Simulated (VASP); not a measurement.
# Sn (Im-3m) in VASP: further runs

Sn is run at these levels: LDA; tasks: single point.

All numbers are computed with VASP 6.6.1; they aren't measurements. Logs are shortened: lines on timing, memory, paths and dates and some standing lists are left out, and cuts for length are marked.

### 1 The cell of the first run

The structure is cubic, space group Im-3m (No. 229). The conventional cell has a = 2.731 Å, b = 2.731 Å, c = 2.731 Å, α = 90.00°, β = 90.00°, γ = 90.00°. Within 3.1 Å of Sn (site symmetry m-3m) lie 14 Sn at 2.37 to 2.73 Å.

### 2 Single point, LDA (volume scaled by 0.4)

Input file INCAR:

```
SYSTEM = Sn
PREC     = Accurate       ! precision mode
ENCUT    = 520            ! plane-wave cutoff, eV
EDIFF    = 1E-7           ! SCF threshold, eV
ISMEAR   = -1             ! smearing method
SIGMA    = 0.08           ! smearing width, eV
LREAL    = .FALSE.        ! projectors in reciprocal space
LASPH    = .TRUE.         ! aspherical terms in the spheres
NELM     = 60             ! most SCF steps
ALGO     = Normal         ! electronic algorithm
ISIF     = 2              ! what is computed and relaxed
LWAVE    = .FALSE.        ! write WAVECAR
LCHARG   = .TRUE.         ! write CHGCAR
LELF     = .TRUE.         ! ELF
LVHAR    = .TRUE.       
NBANDS   = 13             ! bands
```

Input file KPOINTS:

```
Automatic mesh
0
G
  14 14 14
  0 0 0
```

Input file POSCAR:

```
Sn
1.0
   -1.3655547753      1.3655547753      1.3655547753
    1.3655547753     -1.3655547753      1.3655547753
    1.3655547753      1.3655547753     -1.3655547753
Sn
1
Direct
    0.0000000000      0.0000000000      0.0000000000
```

Potentials or basis: VASP PAW LDA potentials, release 64 (Sn_d).

Started as:

```
$ cat potpaw_LDA.64/Sn_d/POTCAR > POTCAR
$ mpirun -np 1 vasp_std > vasp.out
```

OUTCAR:

```text
SYSTEM = Sn
   PREC = Accurate
   ENCUT = 520
   EDIFF = 1E-7
   ISMEAR = -1
   LREAL = .FALSE.
   LASPH = .TRUE.
   NELM = 60
   ISIF = 2

 ion  position               nearest neighbor table
   1  0.000  0.000  0.000-

  LATTYP: Found a body centered cubic cell.
 ALAT       =     2.7311095506

  Lattice vectors:

 A1 = (  -1.3655547753,   1.3655547753,   1.3655547753)
 A2 = (   1.3655547753,  -1.3655547753,   1.3655547753)
 A3 = (   1.3655547753,   1.3655547753,  -1.3655547753)

Analysis of symmetry for initial positions (statically):
=====================================================================
 Subroutine PRICEL returns:
 Original cell was already a primitive cell.

 Routine SETGRP: Setting up the symmetry group for a
 body centered cubic supercell.

 Subroutine GETGRP returns: Found 48 space group operations
 (whereof 48 operations were pure point group operations)
 out of a pool of 48 trial point group operations.

The static configuration has the point symmetry O_h .

Analysis of symmetry for dynamics (positions and initial velocities):
=====================================================================
 Subroutine PRICEL returns:
 Original cell was already a primitive cell.

 Routine SETGRP: Setting up the symmetry group for a
 body centered cubic supercell.

 Subroutine GETGRP returns: Found 48 space group operations
 (whereof 48 operations were pure point group operations)
 out of a pool of 48 trial point group operations.

The dynamic configuration has the point symmetry O_h .

 Subroutine INISYM returns: Found 48 space group operations
 (whereof 48 operations are pure point group operations),
 and found     1 'primitive' translations

----------------------------------------------------------------------------------------

                                     Primitive cell

  volume of cell :      10.1856

  direct lattice vectors                    reciprocal lattice vectors
    -1.365554775  1.365554775  1.365554775     0.000000000  0.366151552  0.366151552
     1.365554775 -1.365554775  1.365554775     0.366151552  0.000000000  0.366151552
     1.365554775  1.365554775 -1.365554775     0.366151552  0.366151552  0.000000000

  length of vectors
     2.365210251  2.365210251  2.365210251     0.517816490  0.517816490  0.517816490

  position of ions in fractional coordinates (direct lattice)
     0.000000000  0.000000000  0.000000000

  ion indices of the primitive-cell ions
   primitive index   ion index
                 1           1

----------------------------------------------------------------------------------------

 KPOINTS: Automatic mesh

Automatic generation of k-mesh.
 Grid dimensions read from file:
 generate k-points for:   14   14   14

 Generating k-lattice:

  Cartesian coordinates                     Fractional coordinates (reciprocal lattice)
     0.000000000  0.026153682  0.026153682     0.071428571  0.000000000  0.000000000
     0.026153682  0.000000000  0.026153682     0.000000000  0.071428571  0.000000000
     0.026153682  0.026153682  0.000000000     0.000000000  0.000000000  0.071428571

  Length of vectors
     0.036986892  0.036986892  0.036986892

  Shift w.r.t. Gamma in fractional coordinates (k-lattice)
     0.000000000  0.000000000  0.000000000

 Subroutine IBZKPT returns following result:
 ===========================================

 Found    104 irreducible k-points:

 Following reciprocal coordinates:
            Coordinates               Weight
  0.000000  0.000000  0.000000      1.000000
  0.071429  0.000000  0.000000     12.000000
  0.142857  0.000000  0.000000     12.000000
  0.214286  0.000000  0.000000     12.000000
  0.285714  0.000000  0.000000     12.000000
  0.357143  0.000000  0.000000     12.000000
[... 16 lines left out ...]
  0.285714  0.285714  0.000000     24.000000
  0.357143  0.285714 -0.000000     24.000000
 [... further k-points ...]
   k-points           NKPTS =    104   k-points in BZ     NKDIM =    104   number of bands    NBANDS=     13
   number of dos      NEDOS =    301   number of ions     NIONS =      1
   total plane-waves  NPLWV =   5832
   dimension x,y,z NGX =    18 NGY =   18 NGZ =   18
   dimension x,y,z NGXF=    36 NGYF=   36 NGZF=   36
   ions per type =               1
   NGX,Y,Z   is equivalent  to a cutoff of  12.65, 12.65, 12.65 a.u.
   NGXF,Y,Z  is equivalent  to a cutoff of  25.30, 25.30, 25.30 a.u.
 SYSTEM =  Sn
   PREC   = accura    normal or accurate (medium, high low for compatibility)
   ISTART =      0    job   : 0-new  1-cont  2-samecut
   ICHARG =      2    charge: 1-file 2-atom 10-const
   ISPIN  =      1    spin polarized calculation?
   LNONCOLLINEAR =      F non collinear calculations
   LSORBIT =      F    spin-orbit coupling
   LASPH  =      T    aspherical Exc in radial PAW
   ENCUT  =  520.0 eV  38.22 Ry    6.18 a.u.   4.40  4.40  4.40*2*pi/ulx,y,z
   NELM   =     60;   NELMIN=  2; NELMDL= -5     # of ELM steps
   EDIFF  = 0.1E-06   stopping-criterion for ELM
   LREAL  =      F    real-space projection
   EDIFFG = 0.1E-05   stopping-criterion for IOM
   NSW    =      0    number of steps for IOM
   IBRION =     -1    ionic relax: 0-MD 1-quasi-New 2-CG
   NFREE  =      0    steps in history (QN), initial steepest desc. (CG)
   ISIF   =      2    stress and relaxation
   ISYM   =      2    0-nonsym 1-usesym 2-fastsym
   POTIM  = 0.5000    time-step for ionic-motion
   TEBEG  =    0.0;   TEEND  =   0.0 temperature during run
   PSTRESS=    0.0 pullay stress
   NELECT =      14.0000    total number of electrons
   NUPDOWN=      -1.0000    fix difference up-down
   EMIN   =  10.00;   EMAX   =-10.00  energy-range for DOS
   EFERMI =   0.00;   METHOD = LEGACY
   ISMEAR =    -1;   SIGMA  =   0.08  broadening in eV -4-tet -1-fermi 0-gaus
   EFERMI_NEDOS =   21; number of points for ismear=-14 and -15
   IALGO  =     38    algorithm
   IMIX   =      4    mixing-type and parameters
     AMIX     =   0.40;   BMIX     =  1.00
     AMIX_MAG =   1.60;   BMIX_MAG =  1.00
  volume/ion in A,a.u.               =      10.19        68.74
  Fermi-wavevector in a.u.,A,eV,Ry     =   1.820211  3.439700 45.078386  3.313168
  Thomas-Fermi vector in A             =   2.876834
   LORBIT       =      0    0 simple, 1 ext, 2 COOP (PROOUT), +10 PAW based schemes
   GGA     = CA    functional components
   LHFCALC =     F    Hartree Fock is set to
   AEXX    =    0.0000 exact exchange contribution
   IVDW    =     0    specifies the selected vdW correction
   LEPSILON=     F    determine dielectric tensor
   LRPA    =     F    only Hartree local field effects (RPA)
 non-spin polarized calculation
  energy-cutoff  :      520.00
  volume of cell :       10.19
 maximum number of plane-waves:       285
 NGX is ok and might be reduce to    18
   NGX =  9   NGY =  9   NGZ =  9

 number of electron      14.0000009 magnetization

 Free energy of the ion-electron system (eV)
  ---------------------------------------------------
  ext. energy  EPLUGINS =         0.00000000
  ---------------------------------------------------
  free energy    TOTEN  =         5.54805035 eV

  energy without entropy =        5.55378294  energy(sigma->0) =        5.55091665

 E-fermi :  28.2908     XC(G=0): -16.1559

 val. band max:       28.2578544405   @ k =  -0.3571   0.3571   0.3571
 cond. band min:      28.4246243714   @ k =  -0.2857   0.3571   0.0714
 fundamental gap:      0.1667699309
 Fermi energy:        28.2908468186

 k-point     1 :       0.0000    0.0000    0.0000
  band No.  band energies     occupation
      1       2.6532      2.00000
      2       2.6532      2.00000
      3       2.6532      2.00000
      4       4.3706      2.00000
      5       4.3706      2.00000
      6       4.9090      2.00000
      7      38.8779      0.00000
      8      38.8779      0.00000
      9      38.8779      0.00000
     10      49.2141      0.00000
     11      49.2141      0.00000
     12      50.0603      0.00000
     13      50.0603      0.00000

 k-point     2 :       0.0714    0.0000    0.0000
  band No.  band energies     occupation
      1       2.6084      2.00000
      2       2.6674      2.00000
      3       2.7778      2.00000
      4       4.3182      2.00000
      5       4.3721      2.00000
      6       5.1606      2.00000
      7      38.4307      0.00000
      8      38.8494      0.00000
      9      39.0600      0.00000
     10      46.8606      0.00000
     11      47.3279      0.00000
     12      48.2614      0.00000
     13      50.3528      0.00000

 k-point     3 :       0.1429    0.0000    0.0000
  band No.  band energies     occupation
      1       2.4848      2.00000
      2       2.6535      2.00000
      3       3.1360      2.00000
      4       4.1942      2.00000
      5       4.3783      2.00000
      6       5.9533      2.00000
      7      36.7483      0.00000
      8      38.4548      0.00000
      9      39.5651      0.00000
     10      45.1558      0.00000
     11      45.3076      0.00000
     12      45.3995      0.00000
     13      50.8335      0.00000
[... 305 lines left out ...]
 k-point    23 :       0.2857    0.2857    0.0000
  band No.  band energies     occupation
      1       1.9326      2.00000
      2       2.7878      2.00000
      3       3.6172      2.00000
      4       4.3073      2.00000
      5       4.7371      2.00000
      6      17.7207      2.00000
      7      24.3223      2.00000
      8      24.6567      2.00000
      9      35.2595      0.00000
     10      42.8895      0.00000
     11      45.2468      0.00000
     12      53.8881      0.00000
     13      55.2707      0.00000

 k-point    24 :       0.3571    0.2857   -0.0000
  band No.  band energies     occupation
      1       1.9286      2.00000
      2       2.9329      2.00000
      3       3.4595      2.00000
      4       4.4165      2.00000
      5       4.6590      2.00000
      6      20.1454      2.00000
      7      21.7652      2.00000
      8      24.2631      2.00000
      9      35.1696      0.00000
     10      43.4240      0.00000
     11      44.5764      0.00000
     12      54.1378      0.00000
     13      56.2836      0.00000

 [... further k-points ...]
[... 5 lines left out ...]
  --------------------------------------------------------------------------------------
  -------------------------------------------------------------------------------------
  Total       32.1262526     32.1262526     32.1262526      0.0000000      0.0000000      0.0000000
  in kB     5053.3954501   5053.3954501   5053.3954501      0.0000000      0.0000000      0.0000000
  external PRESSURE =    5053.3954501 kB  Pullay stress =       0.0000000 kB

 VOLUME and BASIS-vectors are now :
 -----------------------------------------------------------------------------
  energy-cutoff  :      520.00
  volume of cell :       10.19
      direct lattice vectors                 reciprocal lattice vectors
    -1.365554775  1.365554775  1.365554775     0.000000000  0.366151552  0.366151552
     1.365554775 -1.365554775  1.365554775     0.366151552  0.000000000  0.366151552
     1.365554775  1.365554775 -1.365554775     0.366151552  0.366151552  0.000000000

 POSITION                                       TOTAL-FORCE (eV/Angst)
 -----------------------------------------------------------------------------------
      0.00000      0.00000      0.00000        -0.000000     -0.000000     -0.000000
 -----------------------------------------------------------------------------------
    total drift:                                0.000000     -0.000000      0.000000

  FREE ENERGIE OF THE ION-ELECTRON SYSTEM (eV)
  ---------------------------------------------------
  free  energy   TOTEN  =         5.5480503514 eV

  energy  without entropy=        5.5537829444  energy(sigma->0) =        5.55091665
```

It took 9.9 s on 1 thread of AMD EPYC 9R45 (Zen 5), shared host; peak memory 0.09 GiB.

What came out:

- Free energy: 5.5481 eV
- Pressure: 505.3 GPa
- Band gap on the k mesh: zero (band 7 reaches 38.88 eV, above the bottom of band 8 at 23.19 eV)

Caveat: spin-orbit coupling is left out, which moves the levels of the heavy elements.

(Part 1 of 2 ends here.)
